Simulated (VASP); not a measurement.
Crystal: CoSi2.

```
Co Si
1.0
     0.00000    2.68018    2.68018
     2.68018    0.00000    2.68018
     2.68018    2.68018    0.00000
Co Si
1 2
Direct
  0.00000 0.00000 0.00000
  0.25000 0.25000 0.25000
  0.75000 0.75000 0.75000
```

Base run:

| Item | Value |
| --- | --- |
| Program | VASP 6.6.1 |
| Functional | PBE |
| Potentials or basis | VASP PAW PBE potentials, release 64 (Co, Si) |
| Cutoff | 520 eV |
| k mesh | 14 × 14 × 14 |
| Occupations | gaussian, width 0.15 eV |
| Spin | collinear spin, ferromagnetic start |
| Starting moments | [2.2, 0.0, 0.0] μB |
| Fixed moment | 2.2 μB |

Its results: pressure 16.2 GPa; site moments Co +1.36; Si +0.18 μB.

Problem. The run is repeated on the same cell with these changes: fixed moment from 2.2 μB to 1.925 μB; moments at the start from [2.2, 0.0, 0.0] to [1.92, 0.0, 0.0]. What comes out?

Solution. Pressure 13.4 GPa; site moments Co +1.22; Si +0.15 μB.

Caveats: the total moment is fixed, so each spin has its own Fermi level.
